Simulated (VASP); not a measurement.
InGa2N3, 12 atoms in the cell. The structure is orthorhombic, space group Cmc2_1 (No. 36). Conventional cell: a = 10.000 Å, b = 5.768 Å, c = 5.386 Å, α = 90.00°, β = 90.00°, γ = 90.00°. In (site symmetry m) has 4 N at 2.17 to 2.19 Å within 2.9 Å. Within 2.6 Å of Ga (site symmetry 1) lie 4 N at 1.97 to 1.98 Å. N (site symmetry 1) has 3 Ga at 1.97 to 1.98 Å and 1 In at 2.17 Å within 2.6 Å. Within 2.6 Å of N (site symmetry m) lie 2 Ga at 1.97 Å and 2 In at 2.18 to 2.19 Å. 

* Program: VASP 6.6.1
* Task: single point
* Functional: PBE
* Potentials or basis: VASP PAW PBE potentials, release 64 (In_d, Ga_d, N)
* Cutoff: 520 eV
* k mesh: 6 × 6 × 6
* Occupations: gaussian, width 0.02 eV
* Spin: no spin polarisation
* Dipole correction: no
* Further INCAR settings: ALGO = Normal; EDIFF = 1e-06; NBANDS = 66

Potentials or basis: VASP PAW PBE potentials, release 64 (In_d, Ga_d, N).

Run with:

```console
$ cat potpaw_PBE.64/In_d/POTCAR potpaw_PBE.64/Ga_d/POTCAR potpaw_PBE.64/N/POTCAR > POTCAR
$ mpirun -np 1 vasp_std > vasp.out
```

Hardware: 1 thread of Intel(R) Xeon(R) Platinum 8259CL CPU @ 2.50GHz (Skylake/Cascade Lake), with other jobs on the host.

Estimate the wall time of this run.

Run time: 15 min on 1 thread of Intel(R) Xeon(R) Platinum 8259CL CPU @ 2.50GHz (Skylake/Cascade Lake), on a shared host, peak memory 0.57 GiB. Counts: scf iterations 17, k points 52.
